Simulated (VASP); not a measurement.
# Hf (P6_3/mmc) in VASP: further runs

Runs on Hf. Level: PBEsol. Tasks: relaxation of shape and atoms at fixed volume.

Program: VASP 6.6.1. These are calculated values, not measurements. Logs are shortened: lines on timing, memory, paths and dates and some standing lists are left out, and cuts for length are marked.

## (1) The cell of the first run

Symmetry: P6_3/mmc, No. 194, hexagonal system. The conventional cell has a = 2.744 Å, b = 2.744 Å, c = 4.506 Å, α = 90.00°, β = 90.00°, γ = 120.00°. Within 3.6 Å of Hf (site symmetry -6m2) lie 12 Hf at 2.74 to 2.75 Å.

## (2) Relaxation of shape and atoms at fixed volume, PBEsol (14.69 Å³/atom)

Input file INCAR:

```
SYSTEM = Hf
ALGO = Fast
EDIFF = 1E-6
EDIFFG = -0.01
ENCUT = 600
GGA = PS
IBRION = 2
ISIF = 4
ISMEAR = 0
LASPH = .TRUE.
LCHARG = .FALSE.
LREAL = .FALSE.
LWAVE = .FALSE.
NELM = 60
NSW = 60
PREC = Accurate
SIGMA = 0.05
```

Input file KPOINTS:

```
k-points
0
G
  18 18 10
  0 0 0
```

Input file POSCAR:

```
Hf
1.0
    2.7438308157      0.0000000000      0.0000000000
   -1.3719154078      2.3762271901      0.0000000000
    0.0000000000      0.0000000000      4.5061070723
Hf
2
Direct
    0.3333333333      0.6666666667      0.2500000000
    0.6666666667      0.3333333333      0.7500000000
```

Potentials or basis: VASP PAW PBE potentials, release 64 (Hf_pv).

The run is started by

```console
> cat potpaw_PBE.64/Hf_pv/POTCAR > POTCAR
> mpirun -np 1 vasp_std > vasp.out
```

OUTCAR:

```text
SYSTEM = Hf
   EDIFF = 1E-6
   EDIFFG = -0.01
   ENCUT = 600
   GGA = PS
   IBRION = 2
   ISIF = 4
   ISMEAR = 0
   LASPH = .TRUE.
   LREAL = .FALSE.
   NELM = 60
   NSW = 60
   PREC = Accurate

 ion  position               nearest neighbor table
   1  0.333  0.667  0.250-   2 2.75   2 2.75   2 2.75   2 2.75   2 2.75   2 2.75
   2  0.667  0.333  0.750-   1 2.75   1 2.75   1 2.75   1 2.75   1 2.75   1 2.75

  LATTYP: Found a hexagonal cell.
 ALAT       =     2.7438308157
 C/A-ratio  =     1.6422685563

  Lattice vectors:

 A1 = (   2.7438308157,   0.0000000000,   0.0000000000)
 A2 = (  -1.3719154078,   2.3762271901,   0.0000000000)
 A3 = (   0.0000000000,   0.0000000000,   4.5061070723)

Analysis of symmetry for initial positions (statically):
=====================================================================
 Subroutine PRICEL returns:
 Original cell was already a primitive cell.

 Routine SETGRP: Setting up the symmetry group for a
 hexagonal supercell.

 Subroutine GETGRP returns: Found 24 space group operations
 (whereof 12 operations were pure point group operations)
 out of a pool of 24 trial point group operations.

The static configuration has the point symmetry D_3d.
 The point group associated with its full space group is D_6h.

Analysis of symmetry for dynamics (positions and initial velocities):
=====================================================================
 Subroutine PRICEL returns:
 Original cell was already a primitive cell.

 Routine SETGRP: Setting up the symmetry group for a
 hexagonal supercell.

 Subroutine GETGRP returns: Found 24 space group operations
 (whereof 12 operations were pure point group operations)
 out of a pool of 24 trial point group operations.

The dynamic configuration has the point symmetry D_3d.
 The point group associated with its full space group is D_6h.

 Subroutine INISYM returns: Found 24 space group operations
 (whereof 12 operations are pure point group operations),
 and found     1 'primitive' translations

----------------------------------------------------------------------------------------

                                     Primitive cell

  volume of cell :      29.3797

  direct lattice vectors                    reciprocal lattice vectors
     2.743830816  0.000000000  0.000000000     0.364453958  0.210417591  0.000000000
    -1.371915408  2.376227190  0.000000000     0.000000000  0.420835181  0.000000000
     0.000000000  0.000000000  4.506107072     0.000000000  0.000000000  0.221921047

  length of vectors
     2.743830816  2.743830816  4.506107072     0.420835181  0.420835181  0.221921047

  position of ions in fractional coordinates (direct lattice)
     0.333333333  0.666666667  0.250000000
     0.666666667  0.333333333  0.750000000

  ion indices of the primitive-cell ions
   primitive index   ion index
                 1           1
                 2           2

----------------------------------------------------------------------------------------

 KPOINTS: k-points

Automatic generation of k-mesh.
 Grid dimensions read from file:
 generate k-points for:   18   18   10

 Generating k-lattice:

  Cartesian coordinates                     Fractional coordinates (reciprocal lattice)
     0.020247442  0.011689866  0.000000000     0.055555556 -0.000000000  0.000000000
     0.000000000  0.023379732  0.000000000     0.000000000  0.055555556  0.000000000
     0.000000000  0.000000000  0.022192105     0.000000000  0.000000000  0.100000000

  Length of vectors
     0.023379732  0.023379732  0.022192105

  Shift w.r.t. Gamma in fractional coordinates (k-lattice)
     0.000000000  0.000000000  0.000000000

 Subroutine IBZKPT returns following result:
 ===========================================

 Found    222 irreducible k-points:

 Following reciprocal coordinates:
            Coordinates               Weight
  0.000000  0.000000  0.000000      1.000000
  0.055556  0.000000  0.000000      6.000000
  0.111111  0.000000  0.000000      6.000000
  0.166667  0.000000  0.000000      6.000000
  0.222222  0.000000  0.000000      6.000000
  0.277778 -0.000000  0.000000      6.000000
[... 16 lines left out ...]
  0.333333  0.111111  0.000000     12.000000
  0.388889  0.111111  0.000000     12.000000
 [... further k-points ...]
   k-points           NKPTS =    222   k-points in BZ     NKDIM =    222   number of bands    NBANDS=     14
   number of dos      NEDOS =    301   number of ions     NIONS =      2
   total plane-waves  NPLWV =  20736
   dimension x,y,z NGX =    24 NGY =   24 NGZ =   36
   dimension x,y,z NGXF=    48 NGYF=   48 NGZF=   72
   ions per type =               2
   NGX,Y,Z   is equivalent  to a cutoff of  14.54, 14.54, 13.28 a.u.
   NGXF,Y,Z  is equivalent  to a cutoff of  29.08, 29.08, 26.56 a.u.
 SYSTEM =  Hf
   PREC   = accura    normal or accurate (medium, high low for compatibility)
   ISTART =      0    job   : 0-new  1-cont  2-samecut
   ICHARG =      2    charge: 1-file 2-atom 10-const
   ISPIN  =      1    spin polarized calculation?
   LNONCOLLINEAR =      F non collinear calculations
   LSORBIT =      F    spin-orbit coupling
   LASPH  =      T    aspherical Exc in radial PAW
   ENCUT  =  600.0 eV  44.10 Ry    6.64 a.u.   5.48  5.48  9.00*2*pi/ulx,y,z
   NELM   =     60;   NELMIN=  2; NELMDL= -5     # of ELM steps
   EDIFF  = 0.1E-05   stopping-criterion for ELM
   LREAL  =      F    real-space projection
   EDIFFG = -.1E-01   stopping-criterion for IOM
   NSW    =     60    number of steps for IOM
   IBRION =      2    ionic relax: 0-MD 1-quasi-New 2-CG
   NFREE  =      1    steps in history (QN), initial steepest desc. (CG)
   ISIF   =      4    stress and relaxation
   ISYM   =      2    0-nonsym 1-usesym 2-fastsym
   POTIM  = 0.5000    time-step for ionic-motion
   TEBEG  =    0.0;   TEEND  =   0.0 temperature during run
   PSTRESS=    0.0 pullay stress
   NELECT =      20.0000    total number of electrons
   NUPDOWN=      -1.0000    fix difference up-down
   EMIN   =  10.00;   EMAX   =-10.00  energy-range for DOS
   EFERMI =   0.00;   METHOD = LEGACY
   ISMEAR =     0;   SIGMA  =   0.05  broadening in eV -4-tet -1-fermi 0-gaus
   EFERMI_NEDOS =   21; number of points for ismear=-14 and -15
   IALGO  =     68    algorithm
   IMIX   =      4    mixing-type and parameters
     AMIX     =   0.40;   BMIX     =  1.00
     AMIX_MAG =   1.60;   BMIX_MAG =  1.00
  volume/ion in A,a.u.               =      14.69        99.13
  Fermi-wavevector in a.u.,A,eV,Ry     =   1.440133  2.721457 28.218248  2.073983
  Thomas-Fermi vector in A             =   2.558911
   LORBIT       =      0    0 simple, 1 ext, 2 COOP (PROOUT), +10 PAW based schemes
   GGA     = PS    functional components
   LHFCALC =     F    Hartree Fock is set to
   AEXX    =    0.0000 exact exchange contribution
   IVDW    =     0    specifies the selected vdW correction
   LEPSILON=     F    determine dielectric tensor
   LRPA    =     F    only Hartree local field effects (RPA)
 conjugate gradient relaxation of ions
 non-spin polarized calculation
 RMM-DIIS sequential band-by-band and
 Gauss-broadening in eV      SIGMA  =   0.05
  energy-cutoff  :      600.00
  volume of cell :       29.38
 maximum number of plane-waves:      1008
 NGX is ok and might be reduce to    24
   NGX = 11   NGY = 11   NGZ = 17

--------------------------------------- Ionic step        1  -------------------------------------------

 number of electron      19.9999998 magnetization

 Free energy of the ion-electron system (eV)
  ---------------------------------------------------
  ext. energy  EPLUGINS =         0.00000000
  ---------------------------------------------------
  free energy    TOTEN  =       -18.34970031 eV

  energy without entropy =      -18.34772895  energy(sigma->0) =      -18.34871463

------------------------ aborting loop because EDIFF is reached ----------------------------------------

  FORCE on cell =-STRESS in cart. coord.  units (eV):
  Direction    XX          YY          ZZ          XY          YZ          ZX
  --------------------------------------------------------------------------------------
  -------------------------------------------------------------------------------------
  Total       14.8950414     14.8950414     15.3748889      0.0000000      0.0000000      0.0000000
  in kB      812.2795134    812.2795134    838.4473010      0.0000000      0.0000000      0.0000000
  external PRESSURE =     821.0021093 kB  Pullay stress =       0.0000000 kB
[... 57 lines left out ...]
  energy  without entropy=      -18.3492998249  energy(sigma->0) =      -18.35033686

--------------------------------------- Ionic step        3  -------------------------------------------

 number of electron      19.9999999 magnetization

 Free energy of the ion-electron system (eV)
  ---------------------------------------------------
  ext. energy  EPLUGINS =         0.00000000
  ---------------------------------------------------
  free energy    TOTEN  =       -18.35139635 eV

  energy without entropy =      -18.34933553  energy(sigma->0) =      -18.35036594

 E-fermi :   8.0417     XC(G=0): -13.4741

 val. band max:        8.0362821950   @ k =   0.2778   0.2778   0.0000
 cond. band min:       8.0460225792   @ k =   0.2222   0.1667   0.4000
 fundamental gap:      0.0097403842
 Fermi energy:         8.0416964750

 k-point     1 :       0.0000    0.0000    0.0000
  band No.  band energies     occupation
      1     -23.4521      2.00000
      2     -20.8014      2.00000
      3     -20.8014      2.00000
      4     -20.5578      2.00000
      5     -20.4612      2.00000
      6     -20.4612      2.00000
      7      -0.3865      2.00000
      8       2.8462      2.00000
      9       8.9075      0.00000
     10       9.2894      0.00000
     11       9.2894      0.00000
     12      10.4963      0.00000
     13      10.4963      0.00000
     14      10.8363      0.00000
[... 375 lines left out ...]
 k-point    24 :       0.3889    0.1111    0.0000
  band No.  band energies     occupation
      1     -23.1093      2.00000
      2     -22.6547      2.00000
      3     -22.1503      2.00000
      4     -21.6426      2.00000
      5     -21.2099      2.00000
      6     -21.0473      2.00000
      7       3.9801      2.00000
      8       4.1754      2.00000
      9       4.4722      2.00000
     10       8.4495      0.00000
     11       8.6001      0.00000
     12       9.3262      0.00000
     13      10.4272      0.00000
     14      15.7099      0.00000

 [... further k-points ...]

------------------------ aborting loop because EDIFF is reached ----------------------------------------

  FORCE on cell =-STRESS in cart. coord.  units (eV):
  Direction    XX          YY          ZZ          XY          YZ          ZX
  --------------------------------------------------------------------------------------
  -------------------------------------------------------------------------------------
  Total       14.9920678     14.9920678     14.9965769      0.0000000     -0.0000000      0.0000000
  in kB      817.5707091    817.5707091    817.8166047      0.0000000     -0.0000000      0.0000000
  external PRESSURE =     817.6526743 kB  Pullay stress =       0.0000000 kB
[... 17 lines left out ...]
  FREE ENERGIE OF THE ION-ELECTRON SYSTEM (eV)
  ---------------------------------------------------
  free  energy   TOTEN  =       -18.3513963519 eV

  energy  without entropy=      -18.3493355304  energy(sigma->0) =      -18.35036594

 reached required accuracy - stopping structural energy minimisation
```

It took 61 s on 1 thread of Intel Xeon 6975P-C (Granite Rapids), shared host; peak memory 0.23 GiB.

Results:

```yaml
Free_energy: -18.3514 eV
Energy_gained_by_relaxing: 0.8 meV/atom
Ionic_steps: 3
Pressure_after_relaxing: 81.8 GPa
Band_gap_on_the_k_mesh: zero (bands 10 and 11 overlap by 2.10 eV)
```

The path:
```csv
step,energy change (eV),largest force (eV/Å),pressure (GPa),volume (Å³)
1,0.0000,0.0000,82.10,29.38
2,-0.0017,0.0000,81.72,29.38
3,-0.0017,0.0000,81.77,29.38
```

Final structure:
```
CELL_PARAMETERS angstrom
2.73448 0.00000 0.00000
-1.36724 2.36813 0.00000
0.00000 0.00000 4.53698
ATOMIC_POSITIONS crystal
Hf 0.33333 0.66667 0.25000
Hf 0.66667 0.33333 0.75000
```

Levels at points of the mesh, in eV from the Fermi level:
```tsv
k point	band 6	band 7	band 8	band 9	band 10	band 11	band 12	band 13	band 14
(0.00, 0.00, 0.00)	-28.50	-8.43	-5.20	0.87	1.25	1.25	2.45	2.45	2.79
(0.50, 0.00, 0.00)	-28.90	-4.76	-4.11	-4.00	0.94	1.02	1.19	2.40	9.77
(0.00, 0.00, 0.50)	-28.67	-5.77	-5.77	-0.12	-0.12	1.21	1.21	1.21	1.21
(0.50, 0.00, 0.50)	-29.22	-5.08	-5.08	-2.35	-2.35	3.73	3.73	3.94	3.94
```

Caveat: the PAW data sets were made with another functional, which shifts forces and pressure a little; spin-orbit coupling is left out, which moves the levels of the heavy elements.

## (3) Relaxation of shape and atoms at fixed volume, PBEsol (15.55 Å³/atom)

This run uses another cell than the first one, of 15.55 Å³/atom.

Input file INCAR:

```
SYSTEM = Hf
PREC     = Accurate       ! precision mode
ENCUT    = 600            ! plane-wave cutoff, eV
EDIFF    = 1E-6           ! SCF threshold, eV
ISMEAR   = 0              ! smearing method
SIGMA    = 0.05           ! smearing width, eV
LREAL    = .FALSE.        ! projectors in reciprocal space
LASPH    = .TRUE.         ! aspherical terms in the spheres
NELM     = 100            ! most SCF steps
ALGO     = Fast           ! electronic algorithm
ISIF     = 4              ! what is computed and relaxed
LWAVE    = .FALSE.        ! write WAVECAR
LCHARG   = .FALSE.        ! write CHGCAR
GGA      = PS             ! functional
IBRION   = 2              ! ionic algorithm
NSW      = 60             ! ionic steps
EDIFFG   = -0.01          ! ionic threshold
```

Input file KPOINTS:

```
Automatic mesh
0
G
  18 18 10
  0 0 0
```

Input file POSCAR:

```
Hf
1.0
    2.8078844252      0.0000000000      0.0000000000
   -1.4039422126      2.4316992431      0.0000000000
    0.0000000000      0.0000000000      4.5559745937
Hf
2
Direct
    0.3333333333      0.6666666667      0.2500000000
    0.6666666667      0.3333333333      0.7500000000
```

Potentials or basis: VASP PAW PBE potentials, release 64 (Hf_pv).

The run is started by

```console
> cat potpaw_PBE.64/Hf_pv/POTCAR > POTCAR
> mpirun -np 1 vasp_std > vasp.out
```

Wall time 49 s (1 thread of Intel Xeon 6975P-C (Granite Rapids), shared host); peak memory 0.24 GiB.

The run converged. Its results:

```yaml
Free_energy: -19.1297 eV
Energy_gained_by_relaxing: 0.9 meV/atom
Ionic_steps: 2
Pressure_after_relaxing: 63.2 GPa
Band_gap_on_the_k_mesh: zero (bands 10 and 11 overlap by 1.81 eV)
```

Step by step:
```
step  energy change (eV)  largest force (eV/Å)  pressure (GPa)  volume (Å³)
   1              0.0000                0.0000           63.63        31.11
   2             -0.0017                0.0000           63.18        31.11
```

Final structure:
```
CELL_PARAMETERS angstrom
2.79736 0.00000 0.00000
-1.39868 2.42259 0.00000
0.00000 0.00000 4.59031
ATOMIC_POSITIONS crystal
Hf 0.33333 0.66667 0.25000
Hf 0.66667 0.33333 0.75000
```

Levels at points of the mesh, in eV from the Fermi level:
```
           k point  band 7  band 8  band 9  band 10  band 11  band 12  band 13  band 14
(0.00, 0.00, 0.00)   -8.39   -5.03    1.03     1.21     1.21     2.37     2.37     2.37
(0.50, 0.00, 0.00)   -4.46   -4.02   -3.73     0.60     0.85     1.16     2.28     9.06
(0.00, 0.00, 0.50)   -5.81   -5.81   -0.12    -0.12     1.15     1.15     1.15     1.15
(0.50, 0.00, 0.50)   -4.84   -4.84   -2.11    -2.11     3.21     3.21     3.69     3.69
```

Caveat: the PAW data sets were made with another functional, which shifts forces and pressure a little; spin-orbit coupling is left out, which moves the levels of the heavy elements.

(Part 1 of 2 ends here.)
